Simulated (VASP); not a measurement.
# SiGe3 (P6/mmm) in VASP: relaxation of cell and atoms with PBE

Aim: the relaxation of cell and atoms of SiGe3 with PBE.

Program: VASP 6.6.1. These are calculated values, not measurements. Logs are shortened: lines on timing, memory, paths and dates and some standing lists are left out, and cuts for length are marked.

### 1 The cell of the first run

The structure is hexagonal, space group P6/mmm (No. 191). Conventional cell: a = 2.829 Å, b = 2.829 Å, c = 10.541 Å, α = 90.00°, β = 90.00°, γ = 120.00°. Within 3.4 Å of Si (site symmetry 6/mmm) lie 2 Ge at 2.57 Å and 6 Si at 2.83 Å. Within 3.4 Å of Ge (site symmetry 6mm) lie 1 Si at 2.57 Å and 7 Ge at 2.70 to 2.83 Å. Ge (site symmetry 6/mmm) has 8 Ge at 2.70 to 2.83 Å within 3.6 Å.

### 2 Relaxation of cell and atoms, PBE

INCAR reads:

```
PREC = Accurate ; ENCUT = 600
EDIFF = 1E-7 ; ISMEAR = 0
SIGMA = 0.1 ; LREAL = F
LASPH = T ; NELM = 60
ALGO = Normal ; ISIF = 3
LWAVE = F ; LCHARG = F
GGA = PE ; IBRION = 2
NSW = 100 ; EDIFFG = -0.01
```

KPOINTS reads:

```
Automatic mesh
0
Gamma
  18 18 6
```

POSCAR reads:

```
SiGe3
1.0
    2.8290619069      0.0000000000      0.0000000000
   -1.4145309535      2.4500394802      0.0000000000
    0.0000000000      0.0000000000     10.5411655714
Si Ge
1 3
Direct
    0.0000000000      0.0000000000      0.0000000000
    0.0000000000      0.0000000000      0.2436572842
    0.0000000000      0.0000000000      0.5000000000
    0.0000000000      0.0000000000      0.7563427158
```

Potentials or basis: VASP PAW PBE potentials, release 64 (Si, Ge_d).

Command:

```console
> cat potpaw_PBE.64/Si/POTCAR potpaw_PBE.64/Ge_d/POTCAR > POTCAR
> mpirun -np 1 vasp_std > vasp.out
```

OUTCAR:

```text
PREC = Accurate
   ENCUT = 600
   EDIFF = 1E-7
   ISMEAR = 0
   LREAL = F
   LASPH = T
   NELM = 60
   ISIF = 3
   GGA = PE
   IBRION = 2
   NSW = 100
   EDIFFG = -0.01

 ion  position               nearest neighbor table
   1  0.000  0.000  0.000-   2 2.57   4 2.57
   2  0.000  0.000  0.244-   1 2.57   3 2.70
   3  0.000  0.000  0.500-   2 2.70   4 2.70
   4  0.000  0.000  0.756-   1 2.57   3 2.70

  LATTYP: Found a hexagonal cell.
 ALAT       =     2.8290619069
 C/A-ratio  =     3.7260285983

  Lattice vectors:

 A1 = (   2.8290619069,   0.0000000000,   0.0000000000)
 A2 = (  -1.4145309535,   2.4500394802,   0.0000000000)
 A3 = (   0.0000000000,   0.0000000000,  10.5411655714)

Analysis of symmetry for initial positions (statically):
=====================================================================
 Subroutine PRICEL returns:
 Original cell was already a primitive cell.

 Routine SETGRP: Setting up the symmetry group for a
 hexagonal supercell.

 Subroutine GETGRP returns: Found 24 space group operations
 (whereof 24 operations were pure point group operations)
 out of a pool of 24 trial point group operations.

The static configuration has the point symmetry D_6h.

Analysis of symmetry for dynamics (positions and initial velocities):
=====================================================================
 Subroutine PRICEL returns:
 Original cell was already a primitive cell.

 Routine SETGRP: Setting up the symmetry group for a
 hexagonal supercell.

 Subroutine GETGRP returns: Found 24 space group operations
 (whereof 24 operations were pure point group operations)
 out of a pool of 24 trial point group operations.

The dynamic configuration has the point symmetry D_6h.

 Subroutine INISYM returns: Found 24 space group operations
 (whereof 24 operations are pure point group operations),
 and found     1 'primitive' translations

----------------------------------------------------------------------------------------

                                     Primitive cell

  volume of cell :      73.0641

  direct lattice vectors                    reciprocal lattice vectors
     2.829061907  0.000000000  0.000000000     0.353474061  0.204078344  0.000000000
    -1.414530953  2.450039480  0.000000000     0.000000000  0.408156688  0.000000000
     0.000000000  0.000000000 10.541165571     0.000000000  0.000000000  0.094866170

  length of vectors
     2.829061907  2.829061907 10.541165571     0.408156688  0.408156688  0.094866170

  position of ions in fractional coordinates (direct lattice)
     0.000000000  0.000000000  0.000000000
     0.000000000  0.000000000  0.243657284
     0.000000000  0.000000000  0.500000000
     0.000000000  0.000000000  0.756342716

  ion indices of the primitive-cell ions
   primitive index   ion index
                 1           1
                 2           2
                 3           3
                 4           4

----------------------------------------------------------------------------------------

 KPOINTS: Automatic mesh

Automatic generation of k-mesh.
 Grid dimensions read from file:
 generate k-points for:   18   18    6

 Generating k-lattice:

  Cartesian coordinates                     Fractional coordinates (reciprocal lattice)
     0.019637448  0.011337686  0.000000000     0.055555556 -0.000000000  0.000000000
[... 55 lines left out ...]
   LSORBIT =      F    spin-orbit coupling
   LASPH  =      T    aspherical Exc in radial PAW
   ENCUT  =  600.0 eV  44.10 Ry    6.64 a.u.   5.65  5.65 21.05*2*pi/ulx,y,z
   NELM   =     60;   NELMIN=  2; NELMDL= -5     # of ELM steps
   EDIFF  = 0.1E-06   stopping-criterion for ELM
   LREAL  =      F    real-space projection
   EDIFFG = -.1E-01   stopping-criterion for IOM
   NSW    =    100    number of steps for IOM
   IBRION =      2    ionic relax: 0-MD 1-quasi-New 2-CG
   NFREE  =      1    steps in history (QN), initial steepest desc. (CG)
   ISIF   =      3    stress and relaxation
   ISYM   =      2    0-nonsym 1-usesym 2-fastsym
   POTIM  = 0.5000    time-step for ionic-motion
   TEBEG  =    0.0;   TEEND  =   0.0 temperature during run
   PSTRESS=    0.0 pullay stress
   NELECT =      46.0000    total number of electrons
   NUPDOWN=      -1.0000    fix difference up-down
   EMIN   =  10.00;   EMAX   =-10.00  energy-range for DOS
   EFERMI =   0.00;   METHOD = LEGACY
   ISMEAR =     0;   SIGMA  =   0.10  broadening in eV -4-tet -1-fermi 0-gaus
   EFERMI_NEDOS =   21; number of points for ismear=-14 and -15
   IALGO  =     38    algorithm
   IMIX   =      4    mixing-type and parameters
     AMIX     =   0.40;   BMIX     =  1.00
     AMIX_MAG =   1.60;   BMIX_MAG =  1.00
  volume/ion in A,a.u.               =      18.27       123.27
  Fermi-wavevector in a.u.,A,eV,Ry     =   1.403113  2.651500 26.786153  1.968727
  Thomas-Fermi vector in A             =   2.525808
   LORBIT       =      0    0 simple, 1 ext, 2 COOP (PROOUT), +10 PAW based schemes
   GGA     = PE    functional components
   LHFCALC =     F    Hartree Fock is set to
   AEXX    =    0.0000 exact exchange contribution
   IVDW    =     0    specifies the selected vdW correction
   LEPSILON=     F    determine dielectric tensor
   LRPA    =     F    only Hartree local field effects (RPA)
 conjugate gradient relaxation of ions
 non-spin polarized calculation
 Gauss-broadening in eV      SIGMA  =   0.10
  energy-cutoff  :      600.00
  volume of cell :       73.06
 maximum number of plane-waves:      2468
 NGX is ok and might be reduce to    24
   NGX = 11   NGY = 11   NGZ = 43

--------------------------------------- Ionic step        1  -------------------------------------------

 number of electron      45.9999997 magnetization

 Free energy of the ion-electron system (eV)
  ---------------------------------------------------
  ext. energy  EPLUGINS =         0.00000000
  ---------------------------------------------------
  free energy    TOTEN  =       -17.78448175 eV

  energy without entropy =      -17.77483683  energy(sigma->0) =      -17.77965929

------------------------ aborting loop because EDIFF is reached ----------------------------------------

  FORCE on cell =-STRESS in cart. coord.  units (eV):
  Direction    XX          YY          ZZ          XY          YZ          ZX
  --------------------------------------------------------------------------------------
  -------------------------------------------------------------------------------------
  Total        0.0443973      0.0443973      0.1070510     -0.0000000     -0.0000000     -0.0000000
  in kB        0.9735607      0.9735607      2.3474546     -0.0000000     -0.0000000     -0.0000000
  external PRESSURE =       1.4315254 kB  Pullay stress =       0.0000000 kB

 VOLUME and BASIS-vectors are now :
 -----------------------------------------------------------------------------
  energy-cutoff  :      600.00
  volume of cell :       73.06
      direct lattice vectors                 reciprocal lattice vectors
     2.829061907  0.000000000  0.000000000     0.353474061  0.204078344  0.000000000
    -1.414530953  2.450039480  0.000000000     0.000000000  0.408156688  0.000000000
     0.000000000  0.000000000 10.541165571     0.000000000  0.000000000  0.094866170

 POSITION                                       TOTAL-FORCE (eV/Angst)
 -----------------------------------------------------------------------------------
      0.00000      0.00000      0.00000         0.000000      0.000000      0.000000
      0.00000      0.00000      2.56843        -0.000000     -0.000000     -0.006342
      0.00000      0.00000      5.27058         0.000000      0.000000      0.000000
      0.00000      0.00000      7.97273         0.000000      0.000000      0.006342
 -----------------------------------------------------------------------------------
    total drift:                                0.000000     -0.000000      0.000000

  FREE ENERGIE OF THE ION-ELECTRON SYSTEM (eV)
  ---------------------------------------------------
  free  energy   TOTEN  =       -17.7844817453 eV

  energy  without entropy=      -17.7748368305  energy(sigma->0) =      -17.77965929

--------------------------------------- Ionic step        2  -------------------------------------------

 number of electron      45.9999996 magnetization

 Free energy of the ion-electron system (eV)
  ---------------------------------------------------
  ext. energy  EPLUGINS =         0.00000000
  ---------------------------------------------------
  free energy    TOTEN  =       -17.78455829 eV

  energy without entropy =      -17.77490368  energy(sigma->0) =      -17.77973099

 E-fermi :   6.9918     XC(G=0): -11.0840

 val. band max:        6.9732936476   @ k =   0.3889  -0.0000   0.1667
 cond. band min:       7.0095010437   @ k =   0.2222   0.1111   0.3333
 fundamental gap:      0.0362073960
 Fermi energy:         6.9917941202

 k-point     1 :       0.0000    0.0000    0.0000
  band No.  band energies     occupation
      1     -17.7586      2.00000
      2     -17.7037      2.00000
      3     -17.7037      2.00000
      4     -17.6932      2.00000
      5     -17.6932      2.00000
      6     -17.6922      2.00000
[... 709 lines left out ...]
     26       9.7744      0.00000
     27       9.9334      0.00000

 [... further k-points ...]
[... 5 lines left out ...]
  --------------------------------------------------------------------------------------
  -------------------------------------------------------------------------------------
  Total       -0.0079330     -0.0079330     -0.0115242      0.0000000      0.0000000     -0.0000000
  in kB       -0.1735478     -0.1735478     -0.2521110      0.0000000      0.0000000     -0.0000000
  external PRESSURE =      -0.1997356 kB  Pullay stress =       0.0000000 kB

 VOLUME and BASIS-vectors are now :
 -----------------------------------------------------------------------------
  energy-cutoff  :      600.00
  volume of cell :       73.24
      direct lattice vectors                 reciprocal lattice vectors
     2.830576759 -0.000000000 -0.000000000     0.353284890  0.203969127  0.000000000
    -1.415288380  2.451351381 -0.000000000     0.000000000  0.407938253  0.000000000
     0.000000000 -0.000000000 10.554775337     0.000000000  0.000000000  0.094743845

 POSITION                                       TOTAL-FORCE (eV/Angst)
 -----------------------------------------------------------------------------------
      0.00000      0.00000     -0.00000        -0.000000     -0.000000      0.000000
      1.41529      2.45135      2.57144         0.000000      0.000000     -0.007621
      0.00000     -0.00000      5.27739        -0.000000     -0.000000      0.000000
      0.00000     -0.00000      7.98333         0.000000     -0.000000      0.007621
 -----------------------------------------------------------------------------------
    total drift:                                0.000000     -0.000000      0.000000

  FREE ENERGIE OF THE ION-ELECTRON SYSTEM (eV)
  ---------------------------------------------------
  free  energy   TOTEN  =       -17.7845582912 eV

  energy  without entropy=      -17.7749036814  energy(sigma->0) =      -17.77973099

 reached required accuracy - stopping structural energy minimisation
```

It took 4.9 min on 1 thread of Intel Xeon 6975P-C (Granite Rapids), shared host; peak memory 0.42 GiB.

What came out:

```yaml
Free_energy: -17.7846 eV
Relaxed_volume: 18.31 Å³/atom
Relaxed_cell: a = 2.831 Å, b = 2.831 Å, c = 10.555 Å, α = 90.00°, β = 90.00°, γ = 120.00°
Space_group_after_relaxing_to_0.1_Å: P6/mmm (No. 191)
Energy_gained_by_relaxing: 0.0 meV/atom
Ionic_steps: 2
Pressure_after_relaxing: 0.0 GPa
Largest_force_after_relaxing: 0.008 eV/Å
```

Forces on the atoms (eV/Å):
```
Si   0.000  0.000  0.000
Ge   0.000  0.000 -0.008
Ge   0.000  0.000  0.000
Ge   0.000  0.000  0.008
```

Final structure:
```cif
data_structure
_symmetry_space_group_name_H-M 'P 1'
_symmetry_Int_Tables_number 1
_cell_length_a 2.8306
_cell_length_b 2.8306
_cell_length_c 10.5548
_cell_angle_alpha 90.000
_cell_angle_beta 90.000
_cell_angle_gamma 120.000
_cell_volume 73.24
loop_
_atom_site_label
_atom_site_type_symbol
_atom_site_fract_x
_atom_site_fract_y
_atom_site_fract_z
_atom_site_occupancy
Si1 Si 0.00000 0.00000 0.00000 1
Ge1 Ge 0.00000 0.00000 0.24363 1
Ge2 Ge 0.00000 0.00000 0.50000 1
Ge3 Ge 0.00000 0.00000 0.75637 1
```

Levels at points of the mesh, in eV from the Fermi level:
```csv
k point,band 21,band 22,band 23,band 24,band 25,band 26
"(0.00, 0.00, 0.00)",-0.70,-0.63,6.99,8.25,8.25,9.39
"(0.50, 0.00, 0.00)",-4.49,-3.39,-2.45,-1.94,3.04,3.72
"(0.00, 0.00, 0.50)",-4.03,3.12,3.77,8.36,8.36,8.94
"(0.50, 0.00, 0.50)",-4.73,-3.41,-3.11,0.15,0.56,4.15
```

Caveat: the highest band is partly filled, so the run has too few bands.
